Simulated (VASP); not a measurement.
# HfSi2O6 (C2) in VASP: single point with PBE

Aim: the single point of HfSi2O6 with PBE.

All numbers are computed with VASP 6.6.1; they aren't measurements. Logs are shortened: lines on timing, memory, paths and dates and some standing lists are left out, and cuts for length are marked.

## (1) The cell of the first run

Symmetry: C2, No. 5, monoclinic system. The conventional cell has a = 9.911 Å, b = 5.016 Å, c = 5.885 Å, α = 90.00°, β = 91.72°, γ = 90.00°. Hf (site symmetry 2) has 4 O at 1.94 to 1.96 Å within 2.6 Å. Si (site symmetry 1) has 4 O at 1.63 to 1.64 Å within 2.2 Å. O (site symmetry 1) has 1 Si at 1.63 Å and 1 Hf at 1.94 Å within 2.2 Å. Within 2.2 Å of O (site symmetry 1) lie 2 Si at 1.64 Å. Within 2.2 Å of O (site symmetry 1) lie 1 Si at 1.63 Å and 1 Hf at 1.96 Å.

## (2) Single point, PBE

Contents of INCAR:

```
  PREC = Accurate
  ENCUT = 520
  EDIFF = 1E-6
  ISMEAR = 0
  SIGMA = 0.02
  LREAL = F
  LASPH = T
  NELM = 100
  ALGO = Normal
  ISIF = 2
  LWAVE = F
  LCHARG = F
  GGA = PE
  NBANDS = 37
```

Contents of KPOINTS:

```
Automatic mesh
0
Gamma
  6 6 4
```

Contents of POSCAR:

```
HfSi2O6
1.0
    4.9553433230     -2.5079404205     -0.0125374672
    4.9553433230      2.5079404205     -0.0125374672
   -0.1615720370      0.0000000000      5.8826428571
Hf Si O
1 2 6
Direct
    0.4587935950      0.5412064050      0.0000000000
    0.5193966769      0.9865639269      0.6551787056
    0.0134360731      0.4806033231      0.3448212944
    0.7916039250      0.4295669649      0.2022838980
    0.3048396896      0.1550932370      0.4318781444
    0.5704330351      0.2083960750      0.7977161020
    0.1259401569      0.6285811837      0.1826300001
    0.8449067630      0.6951603104      0.5681218556
    0.3714188163      0.8740598431      0.8173699999
```

Potentials or basis: VASP PAW PBE potentials, release 64 (Hf_pv, Si, O).

The run is started by

```sh
$ cat potpaw_PBE.64/Hf_pv/POTCAR potpaw_PBE.64/Si/POTCAR potpaw_PBE.64/O/POTCAR > POTCAR
$ mpirun -np 1 vasp_std > vasp.out
```

OUTCAR:

```text
PREC = Accurate
   ENCUT = 520
   EDIFF = 1E-6
   ISMEAR = 0
   LREAL = F
   LASPH = T
   NELM = 100
   ISIF = 2
   GGA = PE

 ion  position               nearest neighbor table
   1  0.459  0.541  0.000-   4 1.94   6 1.94   7 1.96   9 1.96   2 3.41   3 3.41   3 3.49   2 3.49

   2  0.519  0.987  0.655-   6 1.63   9 1.63   5 1.64   8 1.64   3 3.10   3 3.10   1 3.41   1 3.49

   3  0.013  0.481  0.345-   4 1.63   7 1.63   8 1.64   5 1.64   2 3.10   2 3.10   1 3.41   1 3.49

   4  0.792  0.430  0.202-   3 1.63   1 1.94
   5  0.305  0.155  0.432-   2 1.64   3 1.64
   6  0.570  0.208  0.798-   2 1.63   1 1.94
   7  0.126  0.629  0.183-   3 1.63   1 1.96
   8  0.845  0.695  0.568-   3 1.64   2 1.64
   9  0.371  0.874  0.817-   2 1.63   1 1.96

  LATTYP: Found a base centered monoclinic cell.
 ALAT       =     9.9107183669
 B/A-ratio  =     0.5061066873
 C/A-ratio  =     0.5937875622
 COS(beta)  =    -0.0299845795

  Lattice vectors:

 A1 = (   4.9553433230,  -2.5079404205,  -0.0125374672)
 A2 = (   4.9553433230,   2.5079404205,  -0.0125374672)
 A3 = (  -0.1615720370,   0.0000000000,   5.8826428571)

Analysis of symmetry for initial positions (statically):
=====================================================================
 Subroutine PRICEL returns:
 Original cell was already a primitive cell.

 Routine SETGRP: Setting up the symmetry group for a
 base centered monoclinic supercell.

 Subroutine GETGRP returns: Found  2 space group operations
 (whereof  2 operations were pure point group operations)
 out of a pool of  4 trial point group operations.

The static configuration has the point symmetry C_2 .

Analysis of symmetry for dynamics (positions and initial velocities):
=====================================================================
 Subroutine PRICEL returns:
 Original cell was already a primitive cell.

 Routine SETGRP: Setting up the symmetry group for a
 base centered monoclinic supercell.

 Subroutine GETGRP returns: Found  2 space group operations
 (whereof  2 operations were pure point group operations)
 out of a pool of  4 trial point group operations.

The dynamic configuration has the point symmetry C_2 .

 Subroutine INISYM returns: Found  2 space group operations
 (whereof  2 operations are pure point group operations),
 and found     1 'primitive' translations

[... 114 lines left out ...]
   ISIF   =      2    stress and relaxation
   ISYM   =      2    0-nonsym 1-usesym 2-fastsym
   POTIM  = 0.5000    time-step for ionic-motion
   TEBEG  =    0.0;   TEEND  =   0.0 temperature during run
   PSTRESS=    0.0 pullay stress
   NELECT =      54.0000    total number of electrons
   NUPDOWN=      -1.0000    fix difference up-down
   EMIN   =  10.00;   EMAX   =-10.00  energy-range for DOS
   EFERMI =   0.00;   METHOD = LEGACY
   ISMEAR =     0;   SIGMA  =   0.02  broadening in eV -4-tet -1-fermi 0-gaus
   EFERMI_NEDOS =   21; number of points for ismear=-14 and -15
   IALGO  =     38    algorithm
   IMIX   =      4    mixing-type and parameters
     AMIX     =   0.40;   BMIX     =  1.00
     AMIX_MAG =   1.60;   BMIX_MAG =  1.00
  volume/ion in A,a.u.               =      16.25       109.63
  Fermi-wavevector in a.u.,A,eV,Ry     =   1.174586  2.219647 18.771324  1.379653
  Thomas-Fermi vector in A             =   2.310981
   LORBIT       =      0    0 simple, 1 ext, 2 COOP (PROOUT), +10 PAW based schemes
   GGA     = PE    functional components
   LHFCALC =     F    Hartree Fock is set to
   AEXX    =    0.0000 exact exchange contribution
   IVDW    =     0    specifies the selected vdW correction
   LEPSILON=     F    determine dielectric tensor
   LRPA    =     F    only Hartree local field effects (RPA)
 non-spin polarized calculation
 Gauss-broadening in eV      SIGMA  =   0.02
  energy-cutoff  :      520.00
  volume of cell :      146.21
 maximum number of plane-waves:      3956
 NGX is ok and might be reduce to    42
   NGX = 21   NGY = 21   NGZ = 21

 number of electron      54.0000005 magnetization

 Free energy of the ion-electron system (eV)
  ---------------------------------------------------
  ext. energy  EPLUGINS =         0.00000000
  ---------------------------------------------------
  free energy    TOTEN  =       -77.29244562 eV

  energy without entropy =      -77.29244562  energy(sigma->0) =      -77.29244562

 E-fermi :  -0.3344     XC(G=0):  -8.3574

 val. band max:       -0.4918042923   @ k =   0.0000   0.0000   0.5000
 cond. band min:       4.5354802229   @ k =   0.0000   0.0000   0.0000
 fundamental gap:      5.0272845152
 Fermi energy:        -0.3343561808

 k-point     1 :       0.0000    0.0000    0.0000
  band No.  band energies     occupation
      1     -29.3942      2.00000
      2     -29.3502      2.00000
      3     -29.3229      2.00000
      4     -19.2282      2.00000
      5     -17.7434      2.00000
      6     -17.4864      2.00000
[... 949 lines left out ...]
     36       9.2275      0.00000
     37      10.0532      0.00000

 [... further k-points ...]

------------------------ aborting loop because EDIFF is reached ----------------------------------------

  FORCE on cell =-STRESS in cart. coord.  units (eV):
  Direction    XX          YY          ZZ          XY          YZ          ZX
  --------------------------------------------------------------------------------------
  -------------------------------------------------------------------------------------
  Total       -0.3240798     -0.3738943     -0.3421569      0.0000000      0.0000000     -0.0360220
  in kB       -3.5513971     -4.0972845     -3.7494935      0.0000000      0.0000000     -0.3947438
  external PRESSURE =      -3.7993917 kB  Pullay stress =       0.0000000 kB

 VOLUME and BASIS-vectors are now :
 -----------------------------------------------------------------------------
  energy-cutoff  :      520.00
  volume of cell :      146.21
      direct lattice vectors                 reciprocal lattice vectors
     4.955343323 -2.507940421 -0.012537467     0.100908195 -0.199366778  0.002771534
     4.955343323  2.507940421 -0.012537467     0.100908195  0.199366778  0.002771534
    -0.161572037  0.000000000  5.882642857     0.000430124  0.000000000  0.170003436

 POSITION                                       TOTAL-FORCE (eV/Angst)
 -----------------------------------------------------------------------------------
      4.95534      0.20669     -0.01254         0.000000     -0.013811     -0.000000
      7.35669      1.17163      3.83530         0.016836     -0.012214     -0.010904
      2.39242      1.17163      2.02227        -0.016836     -0.012214      0.010904
      6.01864     -0.90797      1.17465        -0.106182      0.108495     -0.111985
      2.20935     -0.37556      2.53482         0.004023     -0.004454     -0.003634
      3.73048     -0.90797      4.68291         0.106182      0.108495      0.111985
      3.70940      1.26059      1.06489         0.126396     -0.084922     -0.106171
      7.53977     -0.37556      3.32275        -0.004023     -0.004454      0.003634
      6.03971      1.26059      4.79268        -0.126396     -0.084922      0.106171
 -----------------------------------------------------------------------------------
    total drift:                                0.000000     -0.000167     -0.000000

  FREE ENERGIE OF THE ION-ELECTRON SYSTEM (eV)
  ---------------------------------------------------
  free  energy   TOTEN  =       -77.2924456180 eV

  energy  without entropy=      -77.2924456180  energy(sigma->0) =      -77.29244562
```

OSZICAR:

```text
N       E                     dE             d eps       ncg     rms          rms(c)
DAV:   1     0.349389403896E+03    0.34939E+03   -0.28537E+04  3494   0.134E+03
DAV:   2    -0.632301672730E+02   -0.41262E+03   -0.40141E+03  4379   0.327E+02
DAV:   3    -0.895858364013E+02   -0.26356E+02   -0.26251E+02  3999   0.850E+01
DAV:   4    -0.899529725778E+02   -0.36714E+00   -0.36641E+00  4628   0.109E+01
DAV:   5    -0.899589759394E+02   -0.60034E-02   -0.60015E-02  4272   0.134E+00    0.608E+01
DAV:   6    -0.773063908049E+02    0.12653E+02   -0.53908E+01  4052   0.375E+01    0.448E+01
DAV:   7    -0.772769065683E+02    0.29484E-01   -0.18136E+00  4263   0.813E+00    0.268E+01
DAV:   8    -0.773058159226E+02   -0.28909E-01   -0.30136E-01  4316   0.379E+00    0.464E+00
DAV:   9    -0.772889945494E+02    0.16821E-01   -0.53859E-02  4309   0.190E+00    0.217E+00
DAV:  10    -0.772923224980E+02   -0.33279E-02   -0.15741E-02  4315   0.736E-01    0.350E-01
DAV:  11    -0.772918298502E+02    0.49265E-03   -0.41257E-03  4324   0.514E-01    0.557E-01
DAV:  12    -0.772923404684E+02   -0.51062E-03   -0.88051E-04  3888   0.216E-01    0.107E-01
DAV:  13    -0.772924369103E+02   -0.96442E-04   -0.20404E-04  4180   0.800E-02    0.321E-02
DAV:  14    -0.772924437210E+02   -0.68108E-05   -0.19162E-05  4402   0.342E-02    0.351E-02
DAV:  15    -0.772924450019E+02   -0.12809E-05   -0.69709E-06  4268   0.159E-02    0.159E-02
DAV:  16    -0.772924456180E+02   -0.61606E-06   -0.23847E-06  3406   0.106E-02
   1 F= -.77292446E+02 E0= -.77292446E+02  d E =-.952340E-31
```

stdout:

```text
POSCAR found type information on POSCAR HfSiO
 POSCAR found :  3 types and       9 ions
 scaLAPACK will be used
 LDA part: xc-table for (Slater+PW92), standard interpolation
 POSCAR, INCAR and KPOINTS ok, starting setup
 FFT: planning ... GRIDC
 FFT: planning ... GRID_SOFT
 FFT: planning ... GRID
 WAVECAR not read
 entering main loop
```

It took 2.3 min on 1 thread of Intel Xeon 6975P-C (Granite Rapids), shared host; peak memory 0.4 GiB.

What came out:

```yaml
Free_energy: -77.2924 eV
Pressure: -0.4 GPa
Largest_force: 0.189 eV/Å
Band_gap_on_the_k_mesh: 5.03 eV (least direct gap 5.29 eV)
```

Forces on the atoms (eV/Å):
```
Hf   0.000 -0.014  0.000
Si   0.017 -0.012 -0.011
Si  -0.017 -0.012  0.011
O   -0.106  0.108 -0.112
O    0.004 -0.004 -0.004
O    0.106  0.108  0.112
O    0.126 -0.085 -0.106
O   -0.004 -0.004  0.004
O   -0.126 -0.085  0.106
```

Caveat: spin-orbit coupling is left out, which moves the levels of the heavy elements.
